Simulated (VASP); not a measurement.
# NaBI4 (I-42m) in VASP: further runs

The runs below take NaBI4 through single point, relaxation of cell and atoms, with PBE.

All numbers are computed with VASP 6.6.1; they aren't measurements. Logs are shortened: lines on timing, memory, paths and dates and some standing lists are left out, and cuts for length are marked.

### 1 The cell of the first run

The structure is tetragonal, space group I-42m (No. 121). Conventional cell: a = 8.425 Å, b = 8.425 Å, c = 7.734 Å, α = 90.00°, β = 90.00°, γ = 90.00°. Na (site symmetry -42m) has 4 I at 3.14 Å and 2 B at 3.87 Å within 4.1 Å. B (site symmetry -42m) has 4 I at 2.27 Å within 3.0 Å. Within 3.0 Å of I (site symmetry m) lie 1 B at 2.27 Å.

The cell was generated, and may not be a known phase.

### 2 Single point, PBE

Input file INCAR:

```
PREC = Accurate
ENCUT = 520
EDIFF = 1E-6
ISMEAR = 0
SIGMA = 0.02
LREAL = F
LASPH = T
NELM = 80
ALGO = Normal
ISIF = 2
LWAVE = F
LCHARG = T
GGA = PE
LELF = T
LVHAR = T
NBANDS = 28
```

Input file KPOINTS:

```
regular mesh
0
Gamma
  4 4 4
```

Input file POSCAR:

```
NaBI4
1.0
   -4.2126066058      4.2126066058      3.8668661867
    4.2126066058     -4.2126066058      3.8668661867
    4.2126066058      4.2126066058     -3.8668661867
Na B I
1 1 4
Direct
    0.0000000000      0.0000000000      0.0000000000
    0.5000000000      0.5000000000      0.0000000000
    0.1748673673      0.1748673673      0.6909479048
    0.4839194625      0.4839194625      0.3090520952
    0.8251326327      0.5160805375      0.0000000000
    0.5160805375      0.8251326327      0.0000000000
```

Potentials or basis: VASP PAW PBE potentials, release 64 (Na_pv, B, I).

Started as:

```console
cat potpaw_PBE.64/Na_pv/POTCAR potpaw_PBE.64/B/POTCAR potpaw_PBE.64/I/POTCAR > POTCAR
mpirun -np 1 vasp_std > vasp.out
```

OUTCAR:

```text
PREC = Accurate
   ENCUT = 520
   EDIFF = 1E-6
   ISMEAR = 0
   LREAL = F
   LASPH = T
   NELM = 80
   ISIF = 2
   GGA = PE

 ion  position               nearest neighbor table
   1  0.000  0.000  0.000-   5 3.14   6 3.14   4 3.14   3 3.14
   2  0.500  0.500  0.000-   5 2.27   6 2.27   3 2.27   4 2.27
   3  0.175  0.175  0.691-   2 2.27   1 3.14
   4  0.484  0.484  0.309-   2 2.27   1 3.14
   5  0.825  0.516  0.000-   2 2.27   1 3.14
   6  0.516  0.825  0.000-   2 2.27   1 3.14

  LATTYP: Found a body centered tetragonal cell.
 ALAT       =     8.4252132116
 C/A-ratio  =     0.9179272001

  Lattice vectors:

 A1 = (  -4.2126066058,   4.2126066058,   3.8668661867)
 A2 = (   4.2126066058,  -4.2126066058,   3.8668661867)
 A3 = (   4.2126066058,   4.2126066058,  -3.8668661867)

Analysis of symmetry for initial positions (statically):
=====================================================================
 Subroutine PRICEL returns:
 Original cell was already a primitive cell.

 Routine SETGRP: Setting up the symmetry group for a
 body centered tetragonal supercell.

 Subroutine GETGRP returns: Found  8 space group operations
 (whereof  8 operations were pure point group operations)
 out of a pool of 16 trial point group operations.

The static configuration has the point symmetry D_2d.

Analysis of symmetry for dynamics (positions and initial velocities):
=====================================================================
 Subroutine PRICEL returns:
 Original cell was already a primitive cell.

 Routine SETGRP: Setting up the symmetry group for a
 body centered tetragonal supercell.

 Subroutine GETGRP returns: Found  8 space group operations
 (whereof  8 operations were pure point group operations)
 out of a pool of 16 trial point group operations.

The dynamic configuration has the point symmetry D_2d.

 Subroutine INISYM returns: Found  8 space group operations
 (whereof  8 operations are pure point group operations),
 and found     1 'primitive' translations

----------------------------------------------------------------------------------------

                                     Primitive cell

  volume of cell :     274.4865

  direct lattice vectors                    reciprocal lattice vectors
    -4.212606606  4.212606606  3.866866187     0.000000000  0.118691358  0.129303673
     4.212606606 -4.212606606  3.866866187     0.118691358  0.000000000  0.129303673
     4.212606606  4.212606606 -3.866866187     0.118691358  0.118691358  0.000000000

  length of vectors
     7.102447672  7.102447672  7.102447672     0.175519453  0.175519453  0.167854929

  position of ions in fractional coordinates (direct lattice)
     0.000000000  0.000000000  0.000000000
     0.500000000  0.500000000  0.000000000
     0.174867367  0.174867367  0.690947905
     0.483919462  0.483919462  0.309052095
     0.825132633  0.516080538  0.000000000
     0.516080538  0.825132633  0.000000000

  ion indices of the primitive-cell ions
   primitive index   ion index
                 1           1
                 2           2
                 3           3
                 4           4
                 5           5
                 6           6

----------------------------------------------------------------------------------------

 KPOINTS: regular mesh

Automatic generation of k-mesh.
 Grid dimensions read from file:
 generate k-points for:    4    4    4

 Generating k-lattice:

  Cartesian coordinates                     Fractional coordinates (reciprocal lattice)
     0.000000000  0.029672840  0.032325918     0.250000000  0.000000000 -0.000000000
     0.029672840  0.000000000  0.032325918     0.000000000  0.250000000 -0.000000000
     0.029672840  0.029672840  0.000000000     0.000000000  0.000000000  0.250000000

  Length of vectors
     0.043879863  0.043879863  0.041963732

  Shift w.r.t. Gamma in fractional coordinates (k-lattice)
     0.000000000  0.000000000  0.000000000

 Subroutine IBZKPT returns following result:
 ===========================================

 Found     13 irreducible k-points:

 Following reciprocal coordinates:
            Coordinates               Weight
  0.000000  0.000000  0.000000      1.000000
  0.250000  0.000000  0.000000      8.000000
  0.500000  0.000000  0.000000      4.000000
  0.250000  0.250000  0.000000      8.000000
  0.500000  0.250000  0.000000     16.000000
 -0.250000  0.250000  0.000000      4.000000
  0.500000  0.500000  0.000000      2.000000
  0.250000  0.250000  0.250000      2.000000
 -0.250000  0.250000  0.250000      4.000000
  0.500000  0.500000  0.250000      4.000000
 -0.250000  0.500000  0.250000      8.000000
 -0.250000 -0.250000  0.250000      2.000000
  0.500000  0.500000  0.500000      1.000000
   k-points           NKPTS =     13   k-points in BZ     NKDIM =     13   number of bands    NBANDS=     28
   number of dos      NEDOS =    301   number of ions     NIONS =      6
   total plane-waves  NPLWV = 157464
   dimension x,y,z NGX =    54 NGY =   54 NGZ =   54
   dimension x,y,z NGXF=   108 NGYF=  108 NGZF=  108
   ions per type =               1   1   4
   NGX,Y,Z   is equivalent  to a cutoff of  12.64, 12.64, 12.64 a.u.
   NGXF,Y,Z  is equivalent  to a cutoff of  25.28, 25.28, 25.28 a.u.
 SYSTEM =  unknown system
   PREC   = accura    normal or accurate (medium, high low for compatibility)
   ISTART =      0    job   : 0-new  1-cont  2-samecut
   ICHARG =      2    charge: 1-file 2-atom 10-const
   ISPIN  =      1    spin polarized calculation?
   LNONCOLLINEAR =      F non collinear calculations
   LSORBIT =      F    spin-orbit coupling
   LASPH  =      T    aspherical Exc in radial PAW
   ENCUT  =  520.0 eV  38.22 Ry    6.18 a.u.  13.21 13.21 13.21*2*pi/ulx,y,z
   NELM   =     80;   NELMIN=  2; NELMDL= -5     # of ELM steps
   EDIFF  = 0.1E-05   stopping-criterion for ELM
   LREAL  =      F    real-space projection
[... 7 lines left out ...]
   TEBEG  =    0.0;   TEEND  =   0.0 temperature during run
   PSTRESS=    0.0 pullay stress
   NELECT =      38.0000    total number of electrons
   NUPDOWN=      -1.0000    fix difference up-down
   EMIN   =  10.00;   EMAX   =-10.00  energy-range for DOS
   EFERMI =   0.00;   METHOD = LEGACY
   ISMEAR =     0;   SIGMA  =   0.02  broadening in eV -4-tet -1-fermi 0-gaus
   EFERMI_NEDOS =   21; number of points for ismear=-14 and -15
   IALGO  =     38    algorithm
   IMIX   =      4    mixing-type and parameters
     AMIX     =   0.40;   BMIX     =  1.00
     AMIX_MAG =   1.60;   BMIX_MAG =  1.00
  volume/ion in A,a.u.               =      45.75       308.72
  Fermi-wavevector in a.u.,A,eV,Ry     =   0.846894  1.600398  9.758499  0.717229
  Thomas-Fermi vector in A             =   1.962314
   LORBIT       =      0    0 simple, 1 ext, 2 COOP (PROOUT), +10 PAW based schemes
   GGA     = PE    functional components
   LHFCALC =     F    Hartree Fock is set to
   AEXX    =    0.0000 exact exchange contribution
   IVDW    =     0    specifies the selected vdW correction
   LEPSILON=     F    determine dielectric tensor
   LRPA    =     F    only Hartree local field effects (RPA)
 non-spin polarized calculation
 Gauss-broadening in eV      SIGMA  =   0.02
  energy-cutoff  :      520.00
  volume of cell :      274.49
 maximum number of plane-waves:      7446
 NGX is ok and might be reduce to    54
   NGX = 27   NGY = 27   NGZ = 27

 number of electron      37.9999990 magnetization

 Free energy of the ion-electron system (eV)
  ---------------------------------------------------
  ext. energy  EPLUGINS =         0.00000000
  ---------------------------------------------------
  free energy    TOTEN  =       -16.73892322 eV

  energy without entropy =      -16.73892322  energy(sigma->0) =      -16.73892322

 E-fermi :   0.0553     XC(G=0):  -6.6151

 val. band max:       -0.0405547726   @ k =   0.5000   0.5000   0.5000
 cond. band min:       2.7293447137   @ k =   0.5000   0.5000   0.5000
 fundamental gap:      2.7698994863
 Fermi energy:         0.0552996073

 k-point     1 :       0.0000    0.0000    0.0000
  band No.  band energies     occupation
      1     -23.1959      2.00000
      2     -23.1959      2.00000
      3     -23.1742      2.00000
      4     -12.7023      2.00000
      5     -11.4895      2.00000
      6     -11.4178      2.00000
[... 20 lines left out ...]
     27       6.7329      0.00000
     28       6.7330      0.00000

 k-point     2 :       0.2500    0.0000    0.0000
  band No.  band energies     occupation
      1     -23.1959      2.00000
      2     -23.1959      2.00000
      3     -23.1742      2.00000
      4     -12.6665      2.00000
      5     -11.5102      2.00000
      6     -11.4415      2.00000
[... 20 lines left out ...]
     27       6.8386      0.00000
     28       7.1374      0.00000

 k-point     3 :       0.5000    0.0000    0.0000
  band No.  band energies     occupation
      1     -23.1959      2.00000
      2     -23.1959      2.00000
      3     -23.1742      2.00000
      4     -12.6279      2.00000
      5     -11.5404      2.00000
      6     -11.4638      2.00000
[... 20 lines left out ...]
     27       6.9641      0.00000
     28       7.0120      0.00000

 k-point     4 :       0.2500    0.2500    0.0000
  band No.  band energies     occupation
      1     -23.1959      2.00000
      2     -23.1959      2.00000
      3     -23.1742      2.00000
      4     -12.6281      2.00000
      5     -11.5323      2.00000
      6     -11.4656      2.00000
[... 237 lines left out ...]
     27       6.9684      0.00000
     28       7.3693      0.00000

 k-point    12 :      -0.2500   -0.2500    0.2500
  band No.  band energies     occupation
      1     -23.1959      2.00000
      2     -23.1959      2.00000
      3     -23.1742      2.00000
      4     -12.6301      2.00000
      5     -11.5210      2.00000
      6     -11.4648      2.00000
[... 20 lines left out ...]
     27       6.6033      0.00000
     28       6.8838      0.00000

 k-point    13 :       0.5000    0.5000    0.5000
  band No.  band energies     occupation
      1     -23.1959      2.00000
      2     -23.1959      2.00000
      3     -23.1742      2.00000
      4     -12.5726      2.00000
      5     -11.5263      2.00000
      6     -11.5110      2.00000
[... 20 lines left out ...]
     27       6.7028      0.00000
     28       6.7028      0.00000

------------------------ aborting loop because EDIFF is reached ----------------------------------------

  FORCE on cell =-STRESS in cart. coord.  units (eV):
  Direction    XX          YY          ZZ          XY          YZ          ZX
  --------------------------------------------------------------------------------------
  -------------------------------------------------------------------------------------
  Total       -0.0044958     -0.0044958      0.0792434      0.0000000     -0.0000000      0.0000000
  in kB       -0.0262419     -0.0262419      0.4625438      0.0000000     -0.0000000      0.0000000
  external PRESSURE =       0.1366867 kB  Pullay stress =       0.0000000 kB

 VOLUME and BASIS-vectors are now :
 -----------------------------------------------------------------------------
  energy-cutoff  :      520.00
  volume of cell :      274.49
      direct lattice vectors                 reciprocal lattice vectors
    -4.212606606  4.212606606  3.866866187     0.000000000  0.118691358  0.129303673
     4.212606606 -4.212606606  3.866866187     0.118691358  0.000000000  0.129303673
     4.212606606  4.212606606 -3.866866187     0.118691358  0.118691358  0.000000000

 POSITION                                       TOTAL-FORCE (eV/Angst)
 -----------------------------------------------------------------------------------
      0.00000      0.00000      0.00000        -0.000000     -0.000000      0.000000
      0.00000      0.00000      3.86687        -0.000000     -0.000000      0.000000
      2.91069      2.91069     -1.31943        -0.005664     -0.005664      0.005940
      1.30191      1.30191      2.54744         0.005664      0.005664      0.005940
     -1.30191      1.30191      5.18629        -0.005664      0.005664     -0.005940
      1.30191     -1.30191      5.18629         0.005664     -0.005664     -0.005940
 -----------------------------------------------------------------------------------
    total drift:                                0.000002      0.000002      0.000002

  FREE ENERGIE OF THE ION-ELECTRON SYSTEM (eV)
  ---------------------------------------------------
  free  energy   TOTEN  =       -16.7389232247 eV

  energy  without entropy=      -16.7389232247  energy(sigma->0) =      -16.73892322
```

Wall time 3.4 min (1 thread of Oxide Virtual Turin-like, shared host); peak memory 0.4 GiB.

What came out:

```yaml
Free_energy: -16.7389 eV
Pressure: 0.0 GPa
Largest_force: 0.010 eV/Å
Band_gap_on_the_k_mesh: 2.77 eV
```

Forces in eV/Å, atoms in the order of the input:
```
Na   0.000  0.000  0.000
B    0.000  0.000  0.000
I   -0.006 -0.006  0.006
I    0.006  0.006  0.006
I   -0.006  0.006 -0.006
I    0.006 -0.006 -0.006
```

Caveat: spin-orbit coupling is left out, which moves the levels of the heavy elements.

### 3 Relaxation of cell and atoms, PBE

Input file INCAR:

```
SYSTEM = NaBI4
ALGO = Normal ; EDIFF = 1E-7
EDIFFG = -0.01 ; ENCUT = 600
GGA = PE ; IBRION = 2
ISIF = 3 ; ISMEAR = 0
LASPH = .True. ; LCHARG = .False.
LREAL = .False. ; LWAVE = .False.
NELM = 60 ; NSW = 100
PREC = Accurate ; SIGMA = 0.02
```

Input file KPOINTS:

```
k-points
0
Gamma
  4 4 4
  0 0 0
```

Input file POSCAR:

```
NaBI4
1.0
   -4.2161339682      4.2161339682      3.8575177764
    4.2161339682     -4.2161339682      3.8575177764
    4.2161339682      4.2161339682     -3.8575177764
Na B I
1 1 4
Direct
    0.0000000000      0.0000000000      0.0000000000
    0.5000000000      0.5000000000      0.0000000000
    0.1748076648      0.1748076648      0.6905273264
    0.4842803383      0.4842803383      0.3094726736
    0.8251923352      0.5157196617      0.0000000000
    0.5157196617      0.8251923352      0.0000000000
```

Potentials or basis: VASP PAW PBE potentials, release 64 (Na_pv, B, I).

Started as:

```console
cat potpaw_PBE.64/Na_pv/POTCAR potpaw_PBE.64/B/POTCAR potpaw_PBE.64/I/POTCAR > POTCAR
mpirun -np 1 vasp_std > vasp.out
```

It took 11 min on 1 thread of Oxide Virtual Turin-like, shared host; peak memory 0.54 GiB.

It converged, with:

* Free energy: -16.7399 eV
* Relaxed volume: 45.76 Å³/atom
* Relaxed cell: a = 7.102 Å, b = 7.102 Å, c = 7.102 Å, α = 107.34°, β = 107.34°, γ = 113.82°
* Space group after relaxing (to 0.1 Å): I-42m (No. 121)
* Energy gained by relaxing: 0.1 meV/atom
* Ionic steps: 4
* Pressure after relaxing: 0.0 GPa
* Largest force after relaxing: 0.010 eV/Å
* Band gap on the k mesh: 2.77 eV

Forces in eV/Å, atoms in the order of the input:
```
Na   0.000  0.000  0.000
B    0.000  0.000  0.000
I   -0.003 -0.003  0.009
I    0.003  0.003  0.009
I   -0.003  0.003 -0.009
I    0.003 -0.003 -0.009
```

The path:
```tsv
step	energy change (eV)	largest force (eV/Å)	pressure (GPa)	volume (Å³)
1	0.0000	0.0101	0.00	274.28
2	-0.0002	0.0049	0.00	274.32
3	-0.0005	0.0132	0.01	274.44
4	-0.0005	0.0098	-0.01	274.55
```

Final structure:
```xyz
6
Lattice="-4.2075 4.2075 3.8772 4.2075 -4.2075 3.8772 4.2075 4.2075 -3.8772" Properties=species:S:1:pos:R:3 pbc="T T T"
Na    4.2075   -4.2075    3.8772
B     0.0000    0.0000    3.8772
I     2.9062    2.9062   -1.3213
I     1.3013    1.3013    2.5558
I    -1.3013    1.3013    5.1985
I     1.3013   -1.3013    5.1985
```

Levels at points of the mesh, in eV from the valence-band top:
| k point | band 17 | band 18 | band 19 | band 20 | band 21 | band 22 |
| --- | --- | --- | --- | --- | --- | --- |
| (0.00, 0.00, 0.00) | -0.59 | -0.46 | -0.46 | 3.56 | 4.52 | 4.79 |
| (0.50, 0.00, 0.00) | -0.53 | -0.47 | -0.21 | 3.43 | 4.32 | 4.52 |
| (0.50, 0.50, 0.00) | -0.41 | -0.33 | -0.27 | 3.38 | 4.27 | 4.64 |
| (0.50, 0.50, 0.50) | -0.16 | -0.16 | 0.00 | 2.77 | 4.62 | 4.74 |

Caveat: spin-orbit coupling is left out, which moves the levels of the heavy elements.
